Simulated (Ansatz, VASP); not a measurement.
One calculation of Si16O, two programs

```
Si O
1.0
     0.00000    5.43000    5.43000
     5.43000    0.00000    5.43000
     5.43000    5.43000    0.00000
Si O
16 1
Direct
  0.99954 0.00246 0.00059
  0.12410 0.12416 0.12921
  0.94520 0.04052 0.50424
  0.10877 0.12780 0.62644
  0.04996 0.49562 0.97288
  0.14059 0.62832 0.12317
  0.99799 0.50129 0.49913
  0.07777 0.66938 0.61649
  0.50002 0.99570 0.00093
  0.62506 0.12401 0.12247
  0.48434 0.00128 0.49665
  0.57372 0.15258 0.62949
  0.51613 0.49813 0.99680
  0.67859 0.62061 0.08491
  0.54707 0.50873 0.45599
  0.62866 0.62533 0.62326
  0.31245 0.69104 0.43605
```

Alike in both runs: functional PBE; dispersion D3(BJ); k mesh 2 × 2 × 2; occupations gaussian, width 0.02 eV; collinear spin.

Ansatz relaxed the structure, and its values are those at the end. VASP's run is a single point on that final structure, the one shown.

|  | VASP | Ansatz |
| --- | --- | --- |
| version | VASP 6.6.1 | Ansatz 0.2.0 |
| potentials or method | VASP PAW PBE potentials, release 64 (Si, O), cutoff 520 eV | scalar-relativistic, plane waves, PAW |
| valence electrons in the cell | 70 | 70 |

Ansatz gave:

* gap on the k mesh at the Fermi level (eV): 0.50
* rms of the force components (eV/Å): 0.004
* net moment per atom (μB): 0.00

Which values does VASP return?

gap on the k mesh at the Fermi level (eV): 0.49; rms of the force components (eV/Å): 0.014; net moment per atom (μB): 0.00.

Ansatz's warnings: filled band counts differ across k points, seeded moment not kept.

The k mesh is coarse, so the values compare programs but aren't converged.
